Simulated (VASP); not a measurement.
A run of VASP 6.6.1 is set up as follows.

File INCAR:

```
SYSTEM = KRh2S2
  PREC = Accurate
  ENCUT = 520
  EDIFF = 1E-6
  ISMEAR = -1
  SIGMA = 0.0675
  LREAL = .False.
  LASPH = .True.
  NELM = 150
  ALGO = Normal
  ISIF = 2
  LWAVE = .False.
  LCHARG = .False.
  ISPIN = 2
  MAGMOM = 3 2 1 1 2
  LORBIT = 11
  LMAXMIX = 4
  GGA = PS
  NBANDS = 38
```

The input KPOINTS:

```
Automatic mesh
0
Gamma
  5 5 5
  0 0 0
```

File POSCAR:

```
KRh2S2
1.0
    0.0000000000      3.8775857325      0.0000000000
    3.8775857188      0.0000000000      0.0000000000
    1.9387928594      1.9387928663     -6.3034818492
S K Rh
2 1 2
Direct
    0.3559296606      0.3559296606      0.2881406788
    0.6440703417      0.6440703417      0.7118593166
    0.0000000023      0.0000000023     -0.0000000045
    0.7499999990      0.2499999990      0.5000000021
    0.2499999965      0.7499999965      0.5000000070
```

Potentials or basis: VASP PAW PBE potentials, release 64 (S, K_sv, Rh_pv).

The run is started by

```bash
$ cat potpaw_PBE.64/S/POTCAR potpaw_PBE.64/K_sv/POTCAR potpaw_PBE.64/Rh_pv/POTCAR > POTCAR
$ mpirun -np 1 vasp_std > vasp.out
```

(1) What does it give for the net moment?

(2) Estimate the site moments.

(3) Estimate the largest force.

(4) Predict the pressure.

## Answers

(1) 0.15 μB per cell.

(2) S +0.01; K +0.00; Rh +0.06 μB.

(3) 0.018 eV/Å.

(4) 0.0 GPa.

Caveat: the PAW data sets were made with another functional, which shifts forces and pressure a little.
